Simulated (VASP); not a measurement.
The system is Si5N.

```
CELL_PARAMETERS angstrom
4.97886 0.00000 0.00000
-2.48943 4.31182 0.00000
0.00000 0.00000 4.07560
ATOMIC_POSITIONS crystal
Si 0.50000 0.00000 0.50000
Si 0.50000 0.50000 0.50000
Si 0.00000 0.50000 0.50000
Si 0.33333 0.66667 0.00000
Si 0.66667 0.33333 0.00000
N 0.00000 0.00000 0.00000
```

The cell was built from a structure type or drawn by symmetry, and may not be a known phase.

| Item | Value |
| --- | --- |
| Program | VASP 6.6.1 |
| Task | relaxation of cell and atoms |
| Functional | PBE |
| Potentials or basis | VASP PAW PBE potentials, release 64 (Si, N) |
| Cutoff | 600 eV |
| k mesh | 6 × 6 × 4 |
| Occupations | gaussian, width 0.1 eV |
| Spin | collinear spin, ferromagnetic start |
| Starting moments | [0.0, 0.0, 0.0, 0.0, 0.0, 1.0] μB |

At the start: pressure 4.6 GPa; volume 14.58 Å³/atom.

Problem. How do energy, volume and symmetry change on relaxing?

Solution. Over 9 steps the energy falls by 98.5 meV/atom and the volume is 15.25 Å³/atom (+4.6 %); space group P6/mmm (No. 191, to 0.1 Å) before and after; moment 1.73 μB per cell.

The path:
| step | energy change (eV) | largest force (eV/Å) | pressure (GPa) | volume (Å³) |
| --- | --- | --- | --- | --- |
| 1 | 0.0000 | 0.0000 | 4.61 | 87.49 |
| 2 | -0.3374 | 0.0000 | -0.67 | 92.80 |
| 3 | -0.3921 | 0.0000 | -4.86 | 98.44 |
| 4 | -0.4004 | 0.0000 | -4.22 | 97.31 |
| 5 | -0.5751 | 0.0000 | -1.97 | 93.72 |
| 6 | -0.5819 | 0.0000 | -1.50 | 93.12 |
| 7 | -0.5824 | 0.0000 | -1.35 | 92.93 |
| 8 | -0.5904 | 0.0000 | 0.14 | 91.15 |
| 9 | -0.5909 | 0.0000 | -0.15 | 91.49 |

Final structure:
```
CELL_PARAMETERS angstrom
4.76433 0.00000 0.00000
-2.38216 4.12603 0.00000
0.00000 0.00000 4.65390
ATOMIC_POSITIONS crystal
Si 0.50000 0.00000 0.50000
Si 0.50000 0.50000 0.50000
Si 0.00000 0.50000 0.50000
Si 0.33333 0.66667 0.00000
Si 0.66667 0.33333 0.00000
N 0.00000 0.00000 0.00000
```

Caveat: the k points lie up to 0.34 Å⁻¹ apart in the final cell.
